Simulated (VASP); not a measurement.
TaN, 2 atoms in the cell. Symmetry: Fm-3m, No. 225, cubic system. Conventional cell: a = 4.358 Å, b = 4.358 Å, c = 4.358 Å, α = 90.00°, β = 90.00°, γ = 90.00°. Within 2.9 Å of Ta (site symmetry m-3m) lie 6 N at 2.18 Å. Within 2.9 Å of N (site symmetry m-3m) lie 6 Ta at 2.18 Å. 

```yaml
Program: VASP 6.6.1
Task: single point
Functional: r2SCAN
Potentials_or_basis: VASP PAW PBE potentials, release 64 (Ta_sv_GW, N_h)
Cutoff: 1460 eV
k_mesh: 7 × 7 × 7
Occupations: gaussian, width 0.05 eV
Spin: collinear spin, zero start
Starting_moments: "[0.0, 0.0] μB"
Hubbard_terms: Ta d U = 1.0 eV
Dipole_correction: no
Further_INCAR_settings: ALGO = Normal; EDIFF = 1e-06; NBANDS = 20
```

Potentials or basis: VASP PAW PBE potentials, release 64 (Ta_sv_GW, N_h).

The run is started by

```sh
$ cat potpaw_PBE.64/Ta_sv_GW/POTCAR potpaw_PBE.64/N_h/POTCAR > POTCAR
$ cp INCAR.step1 INCAR
$ mpirun -np 1 vasp_std > vasp.out
$ cp INCAR.step2 INCAR
$ mpirun -np 1 vasp_std > vasp.out
```

Hardware: 1 thread of AMD EPYC 7571, on a shared host.

Question: Estimate the wall time of this run.

Answer: It took 11 min on 1 thread of AMD EPYC 7571, on a shared host, peak memory 0.35 GiB. Counts: k points 20.
